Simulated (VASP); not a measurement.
# Zr (Fm-3m) in VASP: relaxation of cell and atoms with PBE

Aim: the relaxation of cell and atoms of Zr with PBE.

Everything below comes from runs of VASP 6.6.1. Logs are shortened: lines on timing, memory, paths and dates and some standing lists are left out, and cuts for length are marked.

**1. The cell of the first run**

Symmetry: Fm-3m, No. 225, cubic system. The conventional cell has a = 4.526 Å, b = 4.526 Å, c = 4.526 Å, α = 90.00°, β = 90.00°, γ = 90.00°. Within 4.2 Å of Zr (site symmetry m-3m) lie 12 Zr at 3.20 Å.

This isn't the form of Zr at room conditions, which is hcp.

**2. Relaxation of cell and atoms, PBE**

INCAR reads:

```
PREC = Accurate
ENCUT = 600
EDIFF = 1E-6
ISMEAR = 0
SIGMA = 0.1
LREAL = F
LASPH = T
NELM = 100
ALGO = Fast
ISIF = 3
LWAVE = F
LCHARG = F
GGA = PE
IBRION = 2
NSW = 80
EDIFFG = -0.015
```

KPOINTS reads:

```
Automatic mesh
0
Gamma
  10 10 10
```

POSCAR reads:

```
Zr
1.0
    4.5264463626      0.0000000000      0.0000000000
    0.0000000000     -4.5264463626      0.0000000000
    0.0000000000      0.0000000000     -4.5264463626
Zr
4
Direct
    0.0000000000      0.5000000000      0.5000000000
    0.5000000000      0.0000000000      0.5000000000
    0.5000000000      0.5000000000      0.0000000000
    0.0000000000      0.0000000000      0.0000000000
```

Potentials or basis: VASP PAW PBE potentials, release 64 (Zr_sv).

Started as:

```console
$ cat potpaw_PBE.64/Zr_sv/POTCAR > POTCAR
$ mpirun -np 1 vasp_std > vasp.out
```

OUTCAR:

```text
PREC = Accurate
   ENCUT = 600
   EDIFF = 1E-6
   ISMEAR = 0
   LREAL = F
   LASPH = T
   NELM = 100
   ISIF = 3
   GGA = PE
   IBRION = 2
   NSW = 80
   EDIFFG = -0.015

 ion  position               nearest neighbor table
   1  0.000  0.500  0.500-   2 3.20   3 3.20   4 3.20   3 3.20   4 3.20   2 3.20   4 3.20   4 3.20
                             2 3.20   3 3.20   3 3.20   2 3.20
   2  0.500  0.000  0.500-   1 3.20   3 3.20   4 3.20   3 3.20   4 3.20   1 3.20   3 3.20   3 3.20
                             1 3.20   4 3.20   4 3.20   1 3.20
   3  0.500  0.500  0.000-   1 3.20   2 3.20   4 3.20   1 3.20   2 3.20   2 3.20   4 3.20   2 3.20
                             1 3.20   4 3.20   1 3.20   4 3.20
   4  0.000  0.000  0.000-   1 3.20   2 3.20   3 3.20   1 3.20   2 3.20   1 3.20   3 3.20   1 3.20
                             2 3.20   3 3.20   2 3.20   3 3.20

  LATTYP: Found a simple cubic cell.
 ALAT       =     4.5264463626

  Lattice vectors:

 A1 = (   4.5264463626,   0.0000000000,   0.0000000000)
 A2 = (   0.0000000000,  -4.5264463626,   0.0000000000)
 A3 = (   0.0000000000,   0.0000000000,  -4.5264463626)

Analysis of symmetry for initial positions (statically):
=====================================================================
 Subroutine PRICEL returns following result:

  LATTYP: Found a face centered cubic cell.
 ALAT       =     4.5264463626

  Lattice vectors:

 A1 = (   2.2632231813,   2.2632231813,   0.0000000000)
 A2 = (   2.2632231813,   0.0000000000,  -2.2632231813)
 A3 = (   0.0000000000,   2.2632231813,  -2.2632231813)

   4 primitive cells build up your supercell.

 Routine SETGRP: Setting up the symmetry group for a
 simple cubic supercell.

 Subroutine GETGRP returns: Found 48 space group operations
 (whereof 48 operations were pure point group operations)
 out of a pool of 48 trial point group operations.

The static configuration has the point symmetry O_h .

Analysis of symmetry for dynamics (positions and initial velocities):
=====================================================================
 Subroutine PRICEL returns following result:

  LATTYP: Found a face centered cubic cell.
 ALAT       =     4.5264463626

  Lattice vectors:

 A1 = (   2.2632231813,   2.2632231813,   0.0000000000)
 A2 = (   2.2632231813,   0.0000000000,  -2.2632231813)
 A3 = (   0.0000000000,   2.2632231813,  -2.2632231813)

   4 primitive cells build up your supercell.

 Routine SETGRP: Setting up the symmetry group for a
 simple cubic supercell.
[... 104 lines left out ...]
   LREAL  =      F    real-space projection
   EDIFFG = -.1E-01   stopping-criterion for IOM
   NSW    =     80    number of steps for IOM
   IBRION =      2    ionic relax: 0-MD 1-quasi-New 2-CG
   NFREE  =      1    steps in history (QN), initial steepest desc. (CG)
   ISIF   =      3    stress and relaxation
   ISYM   =      2    0-nonsym 1-usesym 2-fastsym
   POTIM  = 0.5000    time-step for ionic-motion
   TEBEG  =    0.0;   TEEND  =   0.0 temperature during run
   PSTRESS=    0.0 pullay stress
   NELECT =      48.0000    total number of electrons
   NUPDOWN=      -1.0000    fix difference up-down
   EMIN   =  10.00;   EMAX   =-10.00  energy-range for DOS
   EFERMI =   0.00;   METHOD = LEGACY
   ISMEAR =     0;   SIGMA  =   0.10  broadening in eV -4-tet -1-fermi 0-gaus
   EFERMI_NEDOS =   21; number of points for ismear=-14 and -15
   IALGO  =     68    algorithm
   IMIX   =      4    mixing-type and parameters
     AMIX     =   0.40;   BMIX     =  1.00
     AMIX_MAG =   1.60;   BMIX_MAG =  1.00
  volume/ion in A,a.u.               =      23.19       156.46
  Fermi-wavevector in a.u.,A,eV,Ry     =   1.314411  2.483877 23.506464  1.727676
  Thomas-Fermi vector in A             =   2.444666
   LORBIT       =      0    0 simple, 1 ext, 2 COOP (PROOUT), +10 PAW based schemes
   GGA     = PE    functional components
   LHFCALC =     F    Hartree Fock is set to
   AEXX    =    0.0000 exact exchange contribution
   IVDW    =     0    specifies the selected vdW correction
   LEPSILON=     F    determine dielectric tensor
   LRPA    =     F    only Hartree local field effects (RPA)
 conjugate gradient relaxation of ions
 non-spin polarized calculation
 RMM-DIIS sequential band-by-band and
 Gauss-broadening in eV      SIGMA  =   0.10
  energy-cutoff  :      600.00
  volume of cell :       92.74
 maximum number of plane-waves:      3136
   NGX = 19   NGY = 19   NGZ = 19

 number of electron      48.0000000 magnetization

 Free energy of the ion-electron system (eV)
  ---------------------------------------------------
  ext. energy  EPLUGINS =         0.00000000
  ---------------------------------------------------
  free energy    TOTEN  =       -33.94410583 eV

  energy without entropy =      -33.91459993  energy(sigma->0) =      -33.92935288

 E-fermi :   8.9241     XC(G=0): -11.1016

 val. band max:        8.9173371134   @ k =   0.5000   0.5000   0.1000
 cond. band min:       8.9257827765   @ k =   0.3000   0.2000   0.1000
 fundamental gap:      0.0084456631
 Fermi energy:         8.9240896666

 k-point     1 :       0.0000    0.0000    0.0000
  band No.  band energies     occupation
      1     -39.7683      2.00000
      2     -39.5789      2.00000
      3     -39.5789      2.00000
      4     -39.5789      2.00000
      5     -18.1862      2.00000
      6     -18.1862      2.00000
[... 733 lines left out ...]
     27      10.0055      0.00000
     28      10.3919      0.00000

 [... further k-points ...]

------------------------ aborting loop because EDIFF is reached ----------------------------------------

  FORCE on cell =-STRESS in cart. coord.  units (eV):
  Direction    XX          YY          ZZ          XY          YZ          ZX
  --------------------------------------------------------------------------------------
  -------------------------------------------------------------------------------------
  Total        0.0546847      0.0546847      0.0546847      0.0000000      0.0000000     -0.0000000
  in kB        0.9447220      0.9447220      0.9447220      0.0000000      0.0000000     -0.0000000
  external PRESSURE =       0.9447220 kB  Pullay stress =       0.0000000 kB

 VOLUME and BASIS-vectors are now :
 -----------------------------------------------------------------------------
  energy-cutoff  :      600.00
  volume of cell :       92.74
      direct lattice vectors                 reciprocal lattice vectors
     4.526446363  0.000000000  0.000000000     0.220923859  0.000000000  0.000000000
     0.000000000 -4.526446363  0.000000000     0.000000000 -0.220923859  0.000000000
     0.000000000  0.000000000 -4.526446363     0.000000000  0.000000000 -0.220923859

 POSITION                                       TOTAL-FORCE (eV/Angst)
 -----------------------------------------------------------------------------------
      0.00000     -2.26322     -2.26322        -0.000000      0.000000      0.000000
      2.26322      0.00000     -2.26322         0.000000      0.000000     -0.000000
      2.26322     -2.26322      0.00000         0.000000     -0.000000     -0.000000
      0.00000      0.00000      0.00000        -0.000000     -0.000000      0.000000
 -----------------------------------------------------------------------------------
    total drift:                                0.000000     -0.000000     -0.000000

  FREE ENERGIE OF THE ION-ELECTRON SYSTEM (eV)
  ---------------------------------------------------
  free  energy   TOTEN  =       -33.9441058287 eV

  energy  without entropy=      -33.9145999258  energy(sigma->0) =      -33.92935288

 reached required accuracy - stopping structural energy minimisation
```

OSZICAR:

```text
N       E                     dE             d eps       ncg     rms          rms(c)
DAV:   1     0.561225464875E+03    0.56123E+03   -0.27900E+04  3136   0.191E+03
DAV:   2     0.136688612771E+02   -0.54756E+03   -0.53705E+03  3604   0.519E+02
DAV:   3    -0.317755517226E+02   -0.45444E+02   -0.43706E+02  5356   0.104E+02
[... 17 lines left out ...]
RMM:  21    -0.339440935874E+02   -0.33588E-04   -0.42801E-05  4558   0.303E-02    0.715E-02
RMM:  22    -0.339441047469E+02   -0.11159E-04   -0.28116E-05  3652   0.242E-02    0.339E-02
RMM:  23    -0.339441060621E+02   -0.13153E-05   -0.19035E-05  3386   0.212E-02    0.110E-02
RMM:  24    -0.339441060123E+02    0.49814E-07   -0.10465E-05  2527   0.118E-02    0.462E-03
RMM:  25    -0.339441058287E+02    0.18360E-06   -0.75428E-06  2537   0.964E-03
   1 F= -.33944106E+02 E0= -.33929353E+02  d E =-.339441E+02
```

CONTCAR:

```text
Zr
   1.00000000000000
     4.5264463625999998    0.0000000000000000    0.0000000000000000
     0.0000000000000000   -4.5264463625999998    0.0000000000000000
     0.0000000000000000    0.0000000000000000   -4.5264463625999998
  Zr
     4
Direct
     0.0000000000000000    0.5000000000000000    0.5000000000000000
     0.5000000000000000    0.0000000000000000    0.5000000000000000
     0.5000000000000000    0.5000000000000000    0.0000000000000000
     0.0000000000000000    0.0000000000000000    0.0000000000000000

  0.00000000E+00  0.00000000E+00  0.00000000E+00
  0.00000000E+00  0.00000000E+00  0.00000000E+00
  0.00000000E+00  0.00000000E+00  0.00000000E+00
  0.00000000E+00  0.00000000E+00  0.00000000E+00
```

Run time: 7.6 min. Hardware: 1 thread of Intel Xeon 8259CL, shared host; peak memory 0.29 GiB.

What came out:

```yaml
Free_energy: -33.9441 eV
Pressure_after_relaxing: 0.1 GPa
```

Final structure:
```
Zr
1.0
     4.52645    0.00000    0.00000
     0.00000   -4.52645    0.00000
     0.00000    0.00000   -4.52645
Zr
4
Direct
  0.00000 0.50000 0.50000
  0.50000 0.00000 0.50000
  0.50000 0.50000 0.00000
  0.00000 0.00000 0.00000
```

Caveat: the relaxation stopped at its first step, so nothing moved; the highest band is partly filled, so the run has too few bands.
